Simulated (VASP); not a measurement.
# InP (Cmmm) in VASP: relaxation of cell and atoms with PBE

Aim: the relaxation of cell and atoms of InP with PBE.

All numbers are computed with VASP 6.6.1; they aren't measurements. Logs are shortened: lines on timing, memory, paths and dates and some standing lists are left out, and cuts for length are marked.

## (1) The cell of the first run

It takes space group Cmmm (No. 65, orthorhombic). Conventional cell: a = 3.764 Å, b = 4.861 Å, c = 4.945 Å, α = 90.00°, β = 90.00°, γ = 90.00°. In (site symmetry mmm) has 6 In at 3.07 to 3.76 Å and 8 P at 3.11 to 3.47 Å within 4.0 Å. P (site symmetry mmm) has 6 P at 3.07 to 3.76 Å and 8 In at 3.11 to 3.47 Å within 4.0 Å.

The cell was generated, and may not be a known phase.

## (2) Relaxation of cell and atoms, PBE

Contents of INCAR:

```
SYSTEM = InP
ALGO = Normal
EDIFF = 1E-7
EDIFFG = -0.01
ENCUT = 600
GGA = PE
IBRION = 2
ISIF = 3
ISMEAR = 0
LASPH = .True.
LCHARG = .False.
LREAL = .False.
LWAVE = .False.
NELM = 60
NSW = 100
PREC = Accurate
SIGMA = 0.1
```

Contents of KPOINTS:

```
k-points
0
Gamma
  18 18 12
  0 0 0
```

Contents of POSCAR:

```
InP
1.0
    1.8822485500     -2.4303857200      0.0000000000
    1.8822485500      2.4303857200      0.0000000000
    0.0000000000      0.0000000000      4.9449330200
In P
1 1
Direct
    0.5000000000      0.5000000000      0.5000000000
    0.0000000000      0.0000000000      0.0000000000
```

Potentials or basis: VASP PAW PBE potentials, release 64 (In_d, P).

Launch:

```console
> cat potpaw_PBE.64/In_d/POTCAR potpaw_PBE.64/P/POTCAR > POTCAR
> mpirun -np 1 vasp_std > vasp.out
```

OUTCAR:

```text
SYSTEM = InP
   EDIFF = 1E-7
   EDIFFG = -0.01
   ENCUT = 600
   GGA = PE
   IBRION = 2
   ISIF = 3
   ISMEAR = 0
   LASPH = .True.
   LREAL = .False.
   NELM = 60
   NSW = 100
   PREC = Accurate

 ion  position               nearest neighbor table
   1  0.500  0.500  0.500-   2 3.11   2 3.11   2 3.11   2 3.11   2 3.47   2 3.47   2 3.47   2 3.47

   2  0.000  0.000  0.000-   1 3.11   1 3.11   1 3.11   1 3.11   1 3.47   1 3.47   1 3.47   1 3.47

  LATTYP: Found a base centered orthorhombic cell.
 ALAT       =     3.7644971000
 B/A-ratio  =     1.2912140217
 C/A-ratio  =     1.3135706812

  Lattice vectors:

 A1 = (   1.8822485500,  -2.4303857200,   0.0000000000)
 A2 = (   1.8822485500,   2.4303857200,   0.0000000000)
 A3 = (   0.0000000000,   0.0000000000,   4.9449330200)

Analysis of symmetry for initial positions (statically):
=====================================================================
 Subroutine PRICEL returns:
 Original cell was already a primitive cell.

 Routine SETGRP: Setting up the symmetry group for a
 base centered orthorhombic supercell.

 Subroutine GETGRP returns: Found  8 space group operations
 (whereof  8 operations were pure point group operations)
 out of a pool of  8 trial point group operations.

The static configuration has the point symmetry D_2h.

Analysis of symmetry for dynamics (positions and initial velocities):
=====================================================================
 Subroutine PRICEL returns:
 Original cell was already a primitive cell.

 Routine SETGRP: Setting up the symmetry group for a
 base centered orthorhombic supercell.

 Subroutine GETGRP returns: Found  8 space group operations
 (whereof  8 operations were pure point group operations)
 out of a pool of  8 trial point group operations.

The dynamic configuration has the point symmetry D_2h.

 Subroutine INISYM returns: Found  8 space group operations
 (whereof  8 operations are pure point group operations),
 and found     1 'primitive' translations

----------------------------------------------------------------------------------------

                                     Primitive cell

  volume of cell :      45.2421

  direct lattice vectors                    reciprocal lattice vectors
     1.882248550 -2.430385720  0.000000000     0.265639732 -0.205728661  0.000000000
     1.882248550  2.430385720  0.000000000     0.265639732  0.205728661  0.000000000
     0.000000000  0.000000000  4.944933020     0.000000000  0.000000000  0.202227208

  length of vectors
     3.074025757  3.074025757  4.944933020     0.335989210  0.335989210  0.202227208

  position of ions in fractional coordinates (direct lattice)
     0.500000000  0.500000000  0.500000000
     0.000000000  0.000000000  0.000000000

  ion indices of the primitive-cell ions
   primitive index   ion index
                 1           1
                 2           2

----------------------------------------------------------------------------------------

 KPOINTS: k-points

Automatic generation of k-mesh.
 Grid dimensions read from file:
 generate k-points for:   18   18   12

 Generating k-lattice:

  Cartesian coordinates                     Fractional coordinates (reciprocal lattice)
     0.014757763 -0.011429370  0.000000000     0.055555556  0.000000000  0.000000000
     0.014757763  0.011429370  0.000000000     0.000000000  0.055555556  0.000000000
     0.000000000  0.000000000  0.016852267     0.000000000  0.000000000  0.083333333

  Length of vectors
     0.018666067  0.018666067  0.016852267

  Shift w.r.t. Gamma in fractional coordinates (k-lattice)
     0.000000000  0.000000000  0.000000000

 Subroutine IBZKPT returns following result:
 ===========================================

 Found    637 irreducible k-points:

 Following reciprocal coordinates:
            Coordinates               Weight
  0.000000  0.000000  0.000000      1.000000
  0.055556  0.000000  0.000000      4.000000
  0.111111  0.000000  0.000000      4.000000
  0.166667  0.000000  0.000000      4.000000
  0.222222  0.000000  0.000000      4.000000
  0.277778  0.000000  0.000000      4.000000
[... 16 lines left out ...]
 -0.277778  0.055556  0.000000      4.000000
 -0.222222  0.055556  0.000000      4.000000
 [... further k-points ...]
   k-points           NKPTS =    637   k-points in BZ     NKDIM =    637   number of bands    NBANDS=     13
   number of dos      NEDOS =    301   number of ions     NIONS =      2
   total plane-waves  NPLWV =  31360
   dimension x,y,z NGX =    28 NGY =   28 NGZ =   40
   dimension x,y,z NGXF=    56 NGYF=   56 NGZF=   80
   ions per type =               1   1
   NGX,Y,Z   is equivalent  to a cutoff of  15.14, 15.14, 13.45 a.u.
   NGXF,Y,Z  is equivalent  to a cutoff of  30.29, 30.29, 26.90 a.u.
 SYSTEM =  InP
   PREC   = accura    normal or accurate (medium, high low for compatibility)
   ISTART =      0    job   : 0-new  1-cont  2-samecut
   ICHARG =      2    charge: 1-file 2-atom 10-const
   ISPIN  =      1    spin polarized calculation?
   LNONCOLLINEAR =      F non collinear calculations
   LSORBIT =      F    spin-orbit coupling
   LASPH  =      T    aspherical Exc in radial PAW
   ENCUT  =  600.0 eV  44.10 Ry    6.64 a.u.   6.14  6.14  9.88*2*pi/ulx,y,z
   NELM   =     60;   NELMIN=  2; NELMDL= -5     # of ELM steps
   EDIFF  = 0.1E-06   stopping-criterion for ELM
   LREAL  =      F    real-space projection
   EDIFFG = -.1E-01   stopping-criterion for IOM
   NSW    =    100    number of steps for IOM
   IBRION =      2    ionic relax: 0-MD 1-quasi-New 2-CG
   NFREE  =      1    steps in history (QN), initial steepest desc. (CG)
   ISIF   =      3    stress and relaxation
   ISYM   =      2    0-nonsym 1-usesym 2-fastsym
   POTIM  = 0.5000    time-step for ionic-motion
   TEBEG  =    0.0;   TEEND  =   0.0 temperature during run
   PSTRESS=    0.0 pullay stress
   NELECT =      18.0000    total number of electrons
   NUPDOWN=      -1.0000    fix difference up-down
   EMIN   =  10.00;   EMAX   =-10.00  energy-range for DOS
   EFERMI =   0.00;   METHOD = LEGACY
   ISMEAR =     0;   SIGMA  =   0.10  broadening in eV -4-tet -1-fermi 0-gaus
   EFERMI_NEDOS =   21; number of points for ismear=-14 and -15
   IALGO  =     38    algorithm
   IMIX   =      4    mixing-type and parameters
     AMIX     =   0.40;   BMIX     =  1.00
     AMIX_MAG =   1.60;   BMIX_MAG =  1.00
  volume/ion in A,a.u.               =      22.62       152.65
  Fermi-wavevector in a.u.,A,eV,Ry     =   1.204069  2.275361 19.725492  1.449783
  Thomas-Fermi vector in A             =   2.339805
   LORBIT       =      0    0 simple, 1 ext, 2 COOP (PROOUT), +10 PAW based schemes
   GGA     = PE    functional components
   LHFCALC =     F    Hartree Fock is set to
   AEXX    =    0.0000 exact exchange contribution
   IVDW    =     0    specifies the selected vdW correction
   LEPSILON=     F    determine dielectric tensor
   LRPA    =     F    only Hartree local field effects (RPA)
 conjugate gradient relaxation of ions
 non-spin polarized calculation
 Gauss-broadening in eV      SIGMA  =   0.10
  energy-cutoff  :      600.00
  volume of cell :       45.24
 maximum number of plane-waves:      1532
 NGX is ok and might be reduce to    28
   NGX = 13   NGY = 13   NGZ = 19

--------------------------------------- Ionic step        1  -------------------------------------------

 number of electron      18.0000004 magnetization

 Free energy of the ion-electron system (eV)
  ---------------------------------------------------
  ext. energy  EPLUGINS =         0.00000000
  ---------------------------------------------------
  free energy    TOTEN  =        -6.91916254 eV

  energy without entropy =       -6.91291622  energy(sigma->0) =       -6.91603938

------------------------ aborting loop because EDIFF is reached ----------------------------------------

  FORCE on cell =-STRESS in cart. coord.  units (eV):
  Direction    XX          YY          ZZ          XY          YZ          ZX
  --------------------------------------------------------------------------------------
  -------------------------------------------------------------------------------------
  Total       -0.8184055     -0.9452890     -1.5290139      0.0000000      0.0000000      0.0000000
  in kB      -28.9825456    -33.4759251    -54.1476268      0.0000000      0.0000000      0.0000000
  external PRESSURE =     -38.8686992 kB  Pullay stress =       0.0000000 kB
[... 89 lines left out ...]
  FREE ENERGIE OF THE ION-ELECTRON SYSTEM (eV)
  ---------------------------------------------------
  free  energy   TOTEN  =        -6.9709655720 eV

  energy  without entropy=       -6.9653678792  energy(sigma->0) =       -6.96816673

[... ionic steps 4 to 27 ...]

--------------------------------------- Ionic step       28  -------------------------------------------

 number of electron      18.0000003 magnetization

------------------------ aborting loop because EDIFF is reached ----------------------------------------
[... 67 lines left out ...]
--------------------------------------- Ionic step       30  -------------------------------------------

 number of electron      18.0000003 magnetization

 Free energy of the ion-electron system (eV)
  ---------------------------------------------------
  ext. energy  EPLUGINS =         0.00000000
  ---------------------------------------------------
  free energy    TOTEN  =        -7.26838186 eV

  energy without entropy =       -7.26273660  energy(sigma->0) =       -7.26555923

 E-fermi :   6.7930     XC(G=0): -10.2240

 val. band max:        6.7882048898   @ k =   0.5000   0.0556   0.5000
 cond. band min:       6.7933582690   @ k =   0.0556   0.0000   0.0833
 fundamental gap:      0.0051533792
 Fermi energy:         6.7930145470

 k-point     1 :       0.0000    0.0000    0.0000
  band No.  band energies     occupation
      1      -7.8135      2.00000
      2      -7.7050      2.00000
      3      -7.6296      2.00000
      4      -7.5847      2.00000
      5      -7.5543      2.00000
      6      -5.1161      2.00000
      7       4.8540      2.00000
      8       5.4010      2.00000
      9       5.7464      2.00000
     10       7.7359      0.00000
     11      11.7972      0.00000
     12      13.2400      0.00000
     13      13.5387      0.00000
[... 354 lines left out ...]
  band No.  band energies     occupation
      1      -7.7976      2.00000
      2      -7.6685      2.00000
      3      -7.6132      2.00000
      4      -7.6115      2.00000
      5      -7.5662      2.00000
      6      -4.6615      2.00000
      7       3.2128      2.00000
      8       5.3544      2.00000
      9       6.7454      1.49955
     10       7.3875      0.00000
     11      10.5069      0.00000
     12      12.6353      0.00000
     13      14.2195      0.00000

 [... further k-points ...]

------------------------ aborting loop because EDIFF is reached ----------------------------------------

  FORCE on cell =-STRESS in cart. coord.  units (eV):
  Direction    XX          YY          ZZ          XY          YZ          ZX
  --------------------------------------------------------------------------------------
  -------------------------------------------------------------------------------------
  Total        0.0004978      0.0084861      0.0029236     -0.0000000      0.0000000      0.0000000
  in kB        0.0179273      0.3055897      0.1052800     -0.0000000      0.0000000      0.0000000
  external PRESSURE =       0.1429323 kB  Pullay stress =       0.0000000 kB
[... 17 lines left out ...]
  FREE ENERGIE OF THE ION-ELECTRON SYSTEM (eV)
  ---------------------------------------------------
  free  energy   TOTEN  =        -7.2683818568 eV

  energy  without entropy=       -7.2627366014  energy(sigma->0) =       -7.26555923

 reached required accuracy - stopping structural energy minimisation
```

Wall time 81 min (1 thread of Intel Xeon Platinum 8488C (Sapphire Rapids), shared host); peak memory 0.68 GiB.

What came out:

```
Free energy                           : -7.2684 eV
Relaxed volume                        : 22.25 Å³/atom
Relaxed cell                          : a = 3.610 Å, b = 3.610 Å, c = 3.751 Å, α = 90.00°, β = 90.00°, γ = 114.48°
Space group after relaxing (to 0.1 Å) : Cmmm (No. 65)
Energy gained by relaxing             : 174.6 meV/atom
Ionic steps                           : 30
Pressure after relaxing               : 0.0 GPa
Band gap on the k mesh                : zero (bands 9 and 10 overlap by 3.61 eV)
```

The path:
| step | energy change (eV) | largest force (eV/Å) | pressure (GPa) | volume (Å³) |
| --- | --- | --- | --- | --- |
| 1 | 0.0000 | 0.0000 | -3.89 | 45.24 |
| 2 | -0.0517 | 0.0000 | 0.13 | 41.74 |
| 3 | -0.0518 | 0.0000 | 0.30 | 41.62 |
| 4 | -0.0587 | 0.0000 | 0.30 | 41.62 |
| 5 | -0.0894 | 0.0000 | 0.34 | 41.55 |
| 6 | -0.1576 | 0.0000 | 1.16 | 41.20 |
| 7 | -0.2633 | 0.0000 | 5.59 | 39.58 |
| 8 | -0.2777 | 0.0000 | 3.29 | 40.31 |
| 9 | -0.2826 | 0.0000 | 4.44 | 39.93 |
| 10 | -0.2853 | 0.0000 | 4.30 | 40.03 |
| 11 | -0.2902 | 0.0000 | 3.93 | 40.32 |
| 12 | -0.2851 | 0.0000 | 3.34 | 40.88 |
| 13 | -0.2908 | 0.0000 | 3.74 | 40.49 |
| 14 | -0.2950 | 0.0000 | 3.41 | 40.65 |
| 15 | -0.3056 | 0.0000 | 2.48 | 41.13 |
| 16 | -0.3176 | 0.0000 | 0.77 | 42.11 |
| 17 | -0.3097 | 0.0000 | -2.05 | 44.09 |
| 18 | -0.3195 | 0.0000 | -0.19 | 42.72 |
| 19 | -0.3212 | 0.0000 | -0.19 | 42.76 |
| 20 | -0.3257 | 0.0000 | -0.17 | 42.86 |
| 21 | -0.3329 | 0.0000 | -0.09 | 43.06 |
| 22 | -0.3363 | 0.0000 | 0.12 | 43.41 |
| 23 | -0.3373 | 0.0000 | 0.05 | 43.30 |
| 24 | -0.3411 | 0.0000 | 0.21 | 43.42 |
| 25 | -0.3473 | 0.0000 | 0.84 | 43.72 |
| 26 | -0.3489 | 0.0000 | 0.05 | 44.53 |
| 27 | -0.3489 | 0.0000 | 0.11 | 44.46 |
| 28 | -0.3492 | 0.0000 | 0.01 | 44.50 |
| 29 | -0.3492 | 0.0000 | -0.03 | 44.52 |
| 30 | -0.3492 | 0.0000 | 0.01 | 44.49 |

Final structure:
```xyz
2
Lattice="1.9535 -3.0360 0.0000 1.9535 3.0360 0.0000 0.0000 0.0000 3.7509" Properties=species:S:1:pos:R:3 pbc="T T T"
In    1.9535    0.0000    1.8754
P     1.9535    3.0360    0.0000
```

Caveat: a cell axis changed by over 15 % at a fixed basis, so the end point is rough; spin-orbit coupling is left out, which moves the levels of the heavy elements.
